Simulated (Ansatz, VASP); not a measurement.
**WS: VASP beside Ansatz**

```xyz
4
Lattice="3.1811 0.0000 0.0000 -1.5905 2.7549 0.0000 0.0000 0.0000 31.9507" Properties=species:S:1:pos:R:3 pbc="T T T"
W     0.0000    1.8366    7.4969
W     0.0000    1.8366   24.4539
S     1.5905    0.9183    9.0153
S     1.5905    0.9183   22.9354
```

Alike in both runs: functional r2SCAN; k mesh 9 × 9 × 1; occupations gaussian, width 0.05 eV; no spin polarisation.

Ansatz relaxed the structure, and its values are those at the end. VASP's run is a single point on that final structure, the one shown.

|  | VASP | Ansatz |
| --- | --- | --- |
| version | VASP 6.6.1 | Ansatz 0.2.0 |
| potentials or method | VASP PAW PBE potentials, release 64 (W_sv, S), cutoff 520 eV | scalar-relativistic, plane waves, PAW |
| valence electrons in the cell | 40 | 40 |

Ansatz gave:

* gap on the k mesh at the Fermi level (eV): 0.62
* least direct gap on the mesh (eV): 0.77
* rms of the force components (eV/Å): 0.008

Q: What did VASP give for the same quantities?

A: gap on the k mesh at the Fermi level (eV): 0.63; least direct gap on the mesh (eV): 0.78; rms of the force components (eV/Å): 0.007.

VASP's potentials were made for PBE, not for r2SCAN.

Neither program's run includes spin-orbit coupling.
